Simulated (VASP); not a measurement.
Set up this calculation in VASP 6.6.1, as the native input.

- Task: relaxation of cell and atoms
- Functional: PBE
- Potentials or basis: VASP PAW PBE potentials, release 64 (Tm_3, H), 4f in core
- Cutoff: 500 eV
- k mesh: 12 × 12 × 12
- Occupations: gaussian, width 0.1 eV
- Spin: no spin polarisation
- Dipole correction: no
- Mended: yes
- Further INCAR settings: ALGO = Normal; EDIFF = 1e-07; IBRION = 2; EDIFFG = -0.01; NSW = 100; ISIF = 3

The structure of TmH lies in POSCAR:

```
TmH
1.0
    0.0000000000      3.2409225000      3.2409225000
    3.2409225000      0.0000000000      3.2409225000
    3.2409225000      3.2409225000      0.0000000000
Tm H
2 2
Direct
    0.2500000000      0.2500000000      0.2500000000
    0.0000000000      0.0000000000      0.0000000000
    0.7500000000      0.7500000000      0.7500000000
    0.5000000000      0.5000000000      0.5000000000
```

The cell was built from a structure type or drawn by symmetry, and may not be a known phase.

One way to write it, as run:

INCAR

```
  PREC = Accurate
  ENCUT = 500
  EDIFF = 1E-7
  ISMEAR = 0
  SIGMA = 0.1
  LREAL = F
  LASPH = T
  NELM = 200
  ALGO = Normal
  ISIF = 3
  LWAVE = F
  LCHARG = F
  GGA = PE
  IBRION = 2
  NSW = 100
  EDIFFG = -0.01
  GGA_COMPAT = F
  NELMIN = 4
  LMAXMIX = 6
```

KPOINTS

```
regular mesh
0
Gamma
  12 12 12
```

Potentials or basis: VASP PAW PBE potentials, release 64 (Tm_3, H), 4f in core.

The run is started by

```sh
$ cat potpaw_PBE.64/Tm_3/POTCAR potpaw_PBE.64/H/POTCAR > POTCAR
$ mpirun -np 1 vasp_std > vasp.out
```

Results of the run:

```yaml
Relaxed_volume: 19.66 Å³/atom
Relaxed_cell: a = 4.809 Å, b = 4.809 Å, c = 4.809 Å, α = 60.00°, β = 60.00°, γ = 60.00°
Space_group_after_relaxing_to_0.1_Å: Fd-3m (No. 227)
Energy_gained_by_relaxing: 20.7 meV/atom
Ionic_steps: 5
Pressure_after_relaxing: 0.0 GPa
Band_gap_on_the_k_mesh: zero (bands 10 and 11 overlap by 1.07 eV)
```

Caveat: the volume moved by over 15 % at a fixed basis, so the end points are rough; spin-orbit coupling is left out, which moves the levels of the heavy elements; the 4f electrons are frozen in the core, so they carry no moment and show no levels.

Run time: 3.7 min on 1 thread of Intel(R) Xeon(R) Platinum 8488C (Sapphire Rapids), on a shared host, peak memory 0.24 GiB.
